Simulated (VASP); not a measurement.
# P (Fm-3m) in VASP: further runs

Runs on P. Level: PBE. Tasks: single point.

Program: VASP 6.6.1. These are calculated values, not measurements. Logs are shortened: lines on timing, memory, paths and dates and some standing lists are left out, and cuts for length are marked.

**1. The cell of the first run**

The structure is cubic, space group Fm-3m (No. 225). The conventional cell has a = 3.288 Å, b = 3.288 Å, c = 3.288 Å, α = 90.00°, β = 90.00°, γ = 90.00°. P (site symmetry m-3m) has 12 P at 2.33 Å within 3.1 Å.

**2. Single point, PBE (volume scaled by 0.612, to set the pressure)**

Contents of INCAR:

```
SYSTEM = P
PREC = Accurate ; ENCUT = 520
EDIFF = 1E-6 ; ISMEAR = -1
SIGMA = 0.08 ; LREAL = .FALSE.
LASPH = .TRUE. ; NELM = 60
ALGO = Normal ; ISIF = 2
LWAVE = .FALSE. ; LCHARG = .FALSE.
GGA = PE ; NBANDS = 8
```

Contents of KPOINTS:

```
regular mesh
0
G
  20 20 20
  0 0 0
```

Contents of POSCAR:

```
P
1.0
    0.0000000000      1.6440328891      1.6440328891
    1.6440328891      0.0000000000      1.6440328891
    1.6440328891      1.6440328891      0.0000000000
P
1
Direct
    0.0000000000      0.0000000000      0.0000000000
```

Potentials or basis: VASP PAW PBE potentials, release 64 (P).

Command:

```console
$ cat potpaw_PBE.64/P/POTCAR > POTCAR
$ mpirun -np 1 vasp_std > vasp.out
```

OUTCAR:

```text
SYSTEM = P
   PREC = Accurate
   ENCUT = 520
   EDIFF = 1E-6
   ISMEAR = -1
   LREAL = .FALSE.
   LASPH = .TRUE.
   NELM = 60
   ISIF = 2
   GGA = PE

 ion  position               nearest neighbor table
   1  0.000  0.000  0.000-

  LATTYP: Found a face centered cubic cell.
 ALAT       =     3.2880657782

  Lattice vectors:

 A1 = (   0.0000000000,   1.6440328891,   1.6440328891)
 A2 = (   1.6440328891,   0.0000000000,   1.6440328891)
 A3 = (   1.6440328891,   1.6440328891,   0.0000000000)

Analysis of symmetry for initial positions (statically):
=====================================================================
 Subroutine PRICEL returns:
 Original cell was already a primitive cell.

 Routine SETGRP: Setting up the symmetry group for a
 face centered cubic supercell.

 Subroutine GETGRP returns: Found 48 space group operations
 (whereof 48 operations were pure point group operations)
 out of a pool of 48 trial point group operations.

The static configuration has the point symmetry O_h .

Analysis of symmetry for dynamics (positions and initial velocities):
=====================================================================
 Subroutine PRICEL returns:
 Original cell was already a primitive cell.

 Routine SETGRP: Setting up the symmetry group for a
 face centered cubic supercell.

 Subroutine GETGRP returns: Found 48 space group operations
 (whereof 48 operations were pure point group operations)
 out of a pool of 48 trial point group operations.

The dynamic configuration has the point symmetry O_h .

 Subroutine INISYM returns: Found 48 space group operations
 (whereof 48 operations are pure point group operations),
 and found     1 'primitive' translations

----------------------------------------------------------------------------------------

                                     Primitive cell

  volume of cell :       8.8871

  direct lattice vectors                    reciprocal lattice vectors
     0.000000000  1.644032889  1.644032889    -0.304130169  0.304130169  0.304130169
     1.644032889  0.000000000  1.644032889     0.304130169 -0.304130169  0.304130169
     1.644032889  1.644032889  0.000000000     0.304130169  0.304130169 -0.304130169

  length of vectors
     2.325013609  2.325013609  2.325013609     0.526768904  0.526768904  0.526768904

  position of ions in fractional coordinates (direct lattice)
     0.000000000  0.000000000  0.000000000

  ion indices of the primitive-cell ions
   primitive index   ion index
                 1           1
[... 69 lines left out ...]
   LASPH  =      T    aspherical Exc in radial PAW
   ENCUT  =  520.0 eV  38.22 Ry    6.18 a.u.   4.32  4.32  4.32*2*pi/ulx,y,z
   NELM   =     60;   NELMIN=  2; NELMDL= -5     # of ELM steps
   EDIFF  = 0.1E-05   stopping-criterion for ELM
   LREAL  =      F    real-space projection
   EDIFFG = 0.1E-04   stopping-criterion for IOM
   NSW    =      0    number of steps for IOM
   IBRION =     -1    ionic relax: 0-MD 1-quasi-New 2-CG
   NFREE  =      0    steps in history (QN), initial steepest desc. (CG)
   ISIF   =      2    stress and relaxation
   ISYM   =      2    0-nonsym 1-usesym 2-fastsym
   POTIM  = 0.5000    time-step for ionic-motion
   TEBEG  =    0.0;   TEEND  =   0.0 temperature during run
   PSTRESS=    0.0 pullay stress
   NELECT =       5.0000    total number of electrons
   NUPDOWN=      -1.0000    fix difference up-down
   EMIN   =  10.00;   EMAX   =-10.00  energy-range for DOS
   EFERMI =   0.00;   METHOD = LEGACY
   ISMEAR =    -1;   SIGMA  =   0.08  broadening in eV -4-tet -1-fermi 0-gaus
   EFERMI_NEDOS =   21; number of points for ismear=-14 and -15
   IALGO  =     38    algorithm
   IMIX   =      4    mixing-type and parameters
     AMIX     =   0.40;   BMIX     =  1.00
     AMIX_MAG =   1.60;   BMIX_MAG =  1.00
  volume/ion in A,a.u.               =       8.89        59.97
  Fermi-wavevector in a.u.,A,eV,Ry     =   1.351484  2.553935 24.851174  1.826510
  Thomas-Fermi vector in A             =   2.478902
   LORBIT       =      0    0 simple, 1 ext, 2 COOP (PROOUT), +10 PAW based schemes
   GGA     = PE    functional components
   LHFCALC =     F    Hartree Fock is set to
   AEXX    =    0.0000 exact exchange contribution
   IVDW    =     0    specifies the selected vdW correction
   LEPSILON=     F    determine dielectric tensor
   LRPA    =     F    only Hartree local field effects (RPA)
 non-spin polarized calculation
  energy-cutoff  :      520.00
  volume of cell :        8.89
 maximum number of plane-waves:       259
 NGX is ok and might be reduce to    18
   NGX =  9   NGY =  9   NGZ =  9

 number of electron       4.9999999 magnetization

 Free energy of the ion-electron system (eV)
  ---------------------------------------------------
  ext. energy  EPLUGINS =         0.00000000
  ---------------------------------------------------
  free energy    TOTEN  =        -3.15035936 eV

  energy without entropy =       -3.14331881  energy(sigma->0) =       -3.14683909

 E-fermi :  18.4027     XC(G=0): -13.7457

 val. band max:       18.3235376515   @ k =   0.4500   0.2500   0.0000
 cond. band min:      18.4062710249   @ k =   0.4500   0.4000   0.0000
 fundamental gap:      0.0827333734
 Fermi energy:        18.4027134997

 k-point     1 :       0.0000    0.0000    0.0000
  band No.  band energies     occupation
      1      -4.2343      2.00000
      2      30.9030      0.00000
      3      30.9030      0.00000
      4      30.9030      0.00000
      5      31.0141      0.00000
      6      31.0141      0.00000
      7      31.0141      0.00000
      8      38.5844      0.00000
[... 243 lines left out ...]
 k-point    24 :      -0.3500    0.0500    0.0000
  band No.  band energies     occupation
      1       1.1302      2.00000
      2      11.2497      2.00000
      3      25.2389      0.00000
      4      27.9243      0.00000
      5      30.2094      0.00000
      6      31.4450      0.00000
      7      34.2991      0.00000
      8      39.1444      0.00000

 [... further k-points ...]
[... 5 lines left out ...]
  --------------------------------------------------------------------------------------
  -------------------------------------------------------------------------------------
  Total        6.4562612      6.4562612      6.4562612      0.0000000      0.0000000     -0.0000000
  in kB     1163.9388830   1163.9388830   1163.9388830      0.0000000      0.0000000     -0.0000000
  external PRESSURE =    1163.9388830 kB  Pullay stress =       0.0000000 kB

 VOLUME and BASIS-vectors are now :
 -----------------------------------------------------------------------------
  energy-cutoff  :      520.00
  volume of cell :        8.89
      direct lattice vectors                 reciprocal lattice vectors
     0.000000000  1.644032889  1.644032889    -0.304130169  0.304130169  0.304130169
     1.644032889  0.000000000  1.644032889     0.304130169 -0.304130169  0.304130169
     1.644032889  1.644032889  0.000000000     0.304130169  0.304130169 -0.304130169

 POSITION                                       TOTAL-FORCE (eV/Angst)
 -----------------------------------------------------------------------------------
      0.00000      0.00000      0.00000         0.000000      0.000000      0.000000
 -----------------------------------------------------------------------------------
    total drift:                               -0.000000      0.000000     -0.000000

  FREE ENERGIE OF THE ION-ELECTRON SYSTEM (eV)
  ---------------------------------------------------
  free  energy   TOTEN  =        -3.1503593624 eV

  energy  without entropy=       -3.1433188128  energy(sigma->0) =       -3.14683909
```

stdout:

```text
POSCAR found type information on POSCAR P
 POSCAR found :  1 types and       1 ions
 scaLAPACK will be used
 LDA part: xc-table for (Slater+PW92), standard interpolation
 POSCAR, INCAR and KPOINTS ok, starting setup
 FFT: planning ... GRIDC
 FFT: planning ... GRID_SOFT
 FFT: planning ... GRID
 WAVECAR not read
 entering main loop
```

Wall time 9.8 s (1 thread of AMD EPYC 9R14 (Zen 4), shared host); peak memory 0.09 GiB.

What came out:

```yaml
Free_energy: -3.1504 eV
Pressure: 116.4 GPa
```

Levels at points of the mesh, in eV from the Fermi level:
```tsv
k point	band 1	band 2	band 3	band 4	band 5	band 6	band 7
(0.00, 0.00, 0.00)	-22.64	12.50	12.50	12.50	12.61	12.61	12.61
(0.50, 0.00, 0.00)	-12.97	-12.86	8.92	8.92	11.06	11.06	15.79
(0.50, 0.50, 0.00)	-10.64	-8.67	1.30	1.30	2.19	6.92	30.30
```

Caveat: the cell differs from its parent crystal (volume scaled by 0.612, to set the pressure).

**3. Single point, PBE**

This run uses another cell than the first one, of 8.85 Å³/atom, 0.996 times its volume.

Contents of INCAR:

```
  ALGO = Normal
  EDIFF = 1E-7
  ENCUT = 520
  GGA = PE
  ISIF = 2
  ISMEAR = -1
  LASPH = True
  LCHARG = False
  LREAL = False
  LWAVE = False
  NBANDS = 8
  NELM = 100
  PREC = Accurate
  SIGMA = 0.08
```

Contents of KPOINTS:

```
k-points
0
Gamma
  20 20 20
```

Contents of POSCAR:

```
P
1.0
    0.0000000000      1.6416512742      1.6416512742
    1.6416512742      0.0000000000      1.6416512742
    1.6416512742      1.6416512742      0.0000000000
P
1
Direct
    0.0000000000      0.0000000000      0.0000000000
```

Potentials or basis: VASP PAW PBE potentials, release 64 (P).

Command:

```console
$ cat potpaw_PBE.64/P/POTCAR > POTCAR
$ mpirun -np 1 vasp_std > vasp.out
```

Wall time 10 s (1 thread of AMD EPYC 9R14 (Zen 4), shared host); peak memory 0.09 GiB.

It converged, with:

| Item | Value |
| --- | --- |
| Free energy | -3.1221 eV |
| Pressure | 118.4 GPa |

Levels at points of the mesh, in eV from the Fermi level:
```
           k point  band 1  band 2  band 3  band 4  band 5
(0.00, 0.00, 0.00)  -22.70   12.51   12.51   12.51   12.68
(0.50, 0.00, 0.00)  -13.00  -12.91    8.96    8.96   11.07
(0.50, 0.50, 0.00)  -10.68   -8.68    1.31    1.31    2.16
```

**4. Single point, PBE**

This run uses another cell than the first one, of 8.86 Å³/atom, 0.996 times its volume.

Contents of INCAR:

```
ALGO = Normal
EDIFF = 1E-6
ENCUT = 520
GGA = PE
ISIF = 2
ISMEAR = -1
LASPH = T
LCHARG = F
LREAL = F
LWAVE = F
NBANDS = 8
NELM = 100
PREC = Accurate
SIGMA = 0.08
```

KPOINTS is that of step 3.

Contents of POSCAR:

```
P
1.0
    0.0000000000      1.6420938639      1.6420938639
    1.6420938639      0.0000000000      1.6420938639
    1.6420938639      1.6420938639      0.0000000000
P
1
Direct
    0.0000000000      0.0000000000      0.0000000000
```

Command:

```console
$ cat potpaw_PBE.64/P/POTCAR > POTCAR
$ mpirun -np 1 vasp_std > vasp.out
```

Wall time 9.9 s (1 thread of AMD EPYC 9R14 (Zen 4), shared host); peak memory 0.09 GiB.

It converged, with:

```
Free energy : -3.1274 eV
Pressure    : 118.0 GPa
```

Levels at points of the mesh, in eV from the Fermi level:
| k point | band 1 | band 2 | band 3 | band 4 | band 5 |
| --- | --- | --- | --- | --- | --- |
| (0.00, 0.00, 0.00) | -22.69 | 12.51 | 12.51 | 12.51 | 12.66 |
| (0.50, 0.00, 0.00) | -12.99 | -12.90 | 8.95 | 8.95 | 11.07 |
| (0.50, 0.50, 0.00) | -10.68 | -8.68 | 1.31 | 1.31 | 2.17 |

**5. Single point, PBE**

This run uses another cell than the first one, of 14.52 Å³/atom, 1.634 times its volume.

Contents of INCAR:

```
ALGO = Normal ; EDIFF = 1E-6
ENCUT = 520 ; GGA = PE
ISIF = 2 ; ISMEAR = -1
LASPH = T ; LCHARG = F
LREAL = F ; LWAVE = F
NBANDS = 8 ; NELM = 80
PREC = Accurate ; SIGMA = 0.08
```

Contents of KPOINTS:

```
k-points
0
Gamma
  17 17 17
```

Contents of POSCAR:

```
P
1.0
    0.0000000000      1.9363923610      1.9363923610
    1.9363923610      0.0000000000      1.9363923610
    1.9363923610      1.9363923610      0.0000000000
P
1
Direct
    0.0000000000      0.0000000000      0.0000000000
```

Potentials or basis: VASP PAW PBE potentials, release 64 (P).

Command:

```console
$ cat potpaw_PBE.64/P/POTCAR > POTCAR
$ mpirun -np 1 vasp_std > vasp.out
```

OUTCAR:

```text
EDIFF = 1E-6
   ENCUT = 520
   GGA = PE
   ISIF = 2
   ISMEAR = -1
   LASPH = T
   LREAL = F
   NELM = 80
   PREC = Accurate

 ion  position               nearest neighbor table
   1  0.000  0.000  0.000-

  LATTYP: Found a face centered cubic cell.
 ALAT       =     3.8727847220

  Lattice vectors:

 A1 = (   0.0000000000,   1.9363923610,   1.9363923610)
 A2 = (   1.9363923610,   0.0000000000,   1.9363923610)
 A3 = (   1.9363923610,   1.9363923610,   0.0000000000)

Analysis of symmetry for initial positions (statically):
=====================================================================
 Subroutine PRICEL returns:
 Original cell was already a primitive cell.

 Routine SETGRP: Setting up the symmetry group for a
 face centered cubic supercell.

 Subroutine GETGRP returns: Found 48 space group operations
 (whereof 48 operations were pure point group operations)
 out of a pool of 48 trial point group operations.

The static configuration has the point symmetry O_h .

Analysis of symmetry for dynamics (positions and initial velocities):
=====================================================================
 Subroutine PRICEL returns:
[... 153 lines left out ...]

 E-fermi :   9.8376     XC(G=0): -11.4905

 val. band max:        9.8270022372   @ k =   0.4706   0.4118   0.0000
 cond. band min:       9.8514719124   @ k =  -0.2941   0.1765   0.0000
 fundamental gap:      0.0244696752
 Fermi energy:         9.8375643503

 k-point     1 :       0.0000    0.0000    0.0000
  band No.  band energies     occupation
      1      -6.5447      2.00000
      2      16.6048      0.00000
      3      16.6048      0.00000
      4      16.6048      0.00000
      5      21.2393      0.00000
      6      21.2393      0.00000
      7      21.2393      0.00000
      8      27.4839      0.00000
[... 243 lines left out ...]
 k-point    24 :      -0.1176    0.0588    0.0000
  band No.  band energies     occupation
      1      -5.9324      2.00000
      2      13.2427      0.00000
      3      14.7873      0.00000
      4      16.4525      0.00000
      5      21.3883      0.00000
      6      21.9026      0.00000
      7      22.8752      0.00000
      8      25.2272      0.00000

 [... further k-points ...]
[... 5 lines left out ...]
  --------------------------------------------------------------------------------------
  -------------------------------------------------------------------------------------
  Total       -0.0152492     -0.0152492     -0.0152492     -0.0000000      0.0000000     -0.0000000
  in kB       -1.6824667     -1.6824667     -1.6824667     -0.0000000      0.0000000     -0.0000000
  external PRESSURE =      -1.6824667 kB  Pullay stress =       0.0000000 kB

 VOLUME and BASIS-vectors are now :
 -----------------------------------------------------------------------------
  energy-cutoff  :      520.00
  volume of cell :       14.52
      direct lattice vectors                 reciprocal lattice vectors
     0.000000000  1.936392361  1.936392361    -0.258212132  0.258212132  0.258212132
     1.936392361  0.000000000  1.936392361     0.258212132 -0.258212132  0.258212132
     1.936392361  1.936392361  0.000000000     0.258212132  0.258212132 -0.258212132

 POSITION                                       TOTAL-FORCE (eV/Angst)
 -----------------------------------------------------------------------------------
      0.00000      0.00000      0.00000         0.000000      0.000000      0.000000
 -----------------------------------------------------------------------------------
    total drift:                                0.000000      0.000000     -0.000000

  FREE ENERGIE OF THE ION-ELECTRON SYSTEM (eV)
  ---------------------------------------------------
  free  energy   TOTEN  =        -4.5177603772 eV

  energy  without entropy=       -4.5027054109  energy(sigma->0) =       -4.51023289
```

OSZICAR:

```text
N       E                     dE             d eps       ncg     rms          rms(c)
DAV:   1     0.811796519256E+00    0.81180E+00   -0.20649E+03  2736   0.449E+02
DAV:   2    -0.448850460670E+01   -0.53003E+01   -0.50518E+01  4224   0.481E+01
DAV:   3    -0.452692892935E+01   -0.38424E-01   -0.38381E-01  2800   0.455E+00
DAV:   4    -0.452697819338E+01   -0.49264E-04   -0.49264E-04  4560   0.179E-01
DAV:   5    -0.452697819997E+01   -0.65814E-08   -0.77857E-08  2904   0.133E-03    0.401E+00
DAV:   6    -0.452038190112E+01    0.65963E-02   -0.45944E-03  3040   0.352E-01    0.232E+00
DAV:   7    -0.451776093317E+01    0.26210E-02   -0.76563E-03  2856   0.461E-01    0.116E-01
DAV:   8    -0.451776058496E+01    0.34821E-06   -0.80013E-05  4000   0.623E-02    0.203E-02
DAV:   9    -0.451776037724E+01    0.20772E-06   -0.54629E-07  3320   0.637E-03
   1 F= -.45177604E+01 E0= -.45102329E+01  d E =-.150550E-01
```

It took 7.9 s on 1 thread of AMD EPYC 9R14 (Zen 4), shared host; peak memory 0.1 GiB.

Results:

```yaml
Free_energy: -4.5178 eV
Pressure: -0.2 GPa
```

Levels at points of the mesh, in eV from the Fermi level:
```csv
k point,band 1,band 2,band 3,band 4,band 5,band 6
"(0.00, 0.00, 0.00)",-16.38,6.77,6.77,6.77,11.40,11.40
```

**6. Overview**

```csv
cell,k mesh,gap on the mesh (eV),pressure (GPa)
"a = 2.325 Å, angles 60.0°, 1 atom",20 × 20 × 20,none,116.4
"a = 2.322 Å, angles 60.0°, 1 atom",20 × 20 × 20,none,118.0
"a = 2.738 Å, angles 60.0°, 1 atom",17 × 17 × 17,none,-0.2
```

Alike in all rows: task single point; level PBE; potentials or basis VASP PAW PBE potentials, release 64 (P); no spin polarisation; cutoff (eV) 520; smearing fermi-dirac 0.08 eV.

Absolute energies hang on the potentials; compare differences alone.
